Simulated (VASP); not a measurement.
Write the native input for VASP 6.6.1 that does the following.

```
Task                   : single point
Functional             : PBE
Potentials or basis    : VASP PAW PBE potentials, release 64 (Mo_sv, Bi_d)
Cutoff                 : 520 eV
k mesh                 : 11 × 11 × 11
Occupations            : fermi-dirac, width 0.08 eV
Spin                   : no spin polarisation
Dipole correction      : no
Further INCAR settings : ALGO = Normal; EDIFF = 1e-06; NBANDS = 22
```

The structure of BiMo (zincblende type) lies in POSCAR:

```
BiMo
1.0
    0.0000000000      3.1150787229      3.1150787229
    3.1150787229      0.0000000000      3.1150787229
    3.1150787229      3.1150787229      0.0000000000
Mo Bi
1 1
Direct
    0.0000000000      0.0000000000      0.0000000000
    0.2500000000      0.2500000000      0.2500000000
```

This cell differs from its parent crystal: volume scaled by 0.96.

One way to write it, as run:

INCAR

```
ALGO = Normal
EDIFF = 1E-6
ENCUT = 520
GGA = PE
ISIF = 2
ISMEAR = -1
LASPH = True
LCHARG = False
LREAL = False
LWAVE = False
NBANDS = 22
NELM = 80
PREC = Accurate
SIGMA = 0.08
```

KPOINTS

```
k-points
0
Gamma
  11 11 11
```

Potentials or basis: VASP PAW PBE potentials, release 64 (Mo_sv, Bi_d).

Command:

```console
$ cat potpaw_PBE.64/Mo_sv/POTCAR potpaw_PBE.64/Bi_d/POTCAR > POTCAR
$ mpirun -np 1 vasp_std > vasp.out
```

It gave:

| Property | Result |
| --- | --- |
| Pressure | 3.0 GPa |

Run time: 26 s on 1 thread of Intel(R) Xeon(R) 6975P-C (Granite Rapids), with other jobs on the host, peak memory 0.24 GiB.
